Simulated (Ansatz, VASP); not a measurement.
## Two plane-wave programs on Sb

Contents of INCAR:

```
ALGO = Normal ; EDIFF = 1E-6
ENCUT = 520 ; GGA = PE
ISIF = 2 ; ISMEAR = 0
IVDW = 12 ; LASPH = T
LCHARG = F ; LREAL = F
LWAVE = F ; NBANDS = 8
NELM = 80 ; PREC = Accurate
SIGMA = 0.15
```

KPOINTS

```
k-points
0
Gamma
  18 18 18
```

Contents of POSCAR:

```
Sb
1.0
    0.0000000000      2.3475300964      2.3712425216
    2.3712425216      0.0000000000      2.3712425216
    2.3712425216      2.3475300964      0.0000000000
Sb
1
Direct
    0.0000000000      0.0000000000      0.0000000000
```

Input for Ansatz:

```yaml
crystal:
  lattice:
    - [0.0, 2.3475300964, 2.3712425216]
    - [2.3712425216, 0.0, 2.3712425216]
    - [2.3712425216, 2.3475300964, 0.0]
  atoms:
    - { symbol: Sb, position: [0.0, 0.0, 0.0] }
basis:
  ecutwfc: 420
kpoints:
  mp_grid: { grid: [18, 18, 18] }
hamiltonian:
  xc: pbe
  dispersion: d3bj
scf:
  occupations: { method: gaussian, width: 0.15 }
output:
  forces: true
  stress: true
  eigenvalues: true
```

Change from the starting cell: strain -0.0100 x Voigt [0, 1, 0, 0, 0, 0], atoms carried along.

Alike in both runs: task single point; functional PBE; dispersion D3(BJ); k mesh 18 × 18 × 18; occupations gaussian, width 0.15 eV; no spin polarisation.

```csv
,VASP,Ansatz
version,VASP 6.6.1,Ansatz 0.2.0
potentials or method,"VASP PAW PBE potentials, release 64 (Sb), cutoff 520 eV","scalar-relativistic, plane waves, PAW"
valence electrons in the cell,5,15
```

|  | VASP | Ansatz | Ansatz less VASP |
| --- | --- | --- | --- |
| gap on the k mesh at the Fermi level (eV) | none | none | - |
| pressure (GPa) | -0.8 | -0.7 | +0.14 |
| traceless stress, the component that is largest in VASP (GPa) | -0.12 | -0.13 | -0.001 |

A gap of «none» marks a metal or a gap that the smearing closes. VASP's potentials hold 5 valence electrons a cell and Ansatz's 15, so a difference there can come from the potentials and not from the codes.

Neither program's run includes spin-orbit coupling.
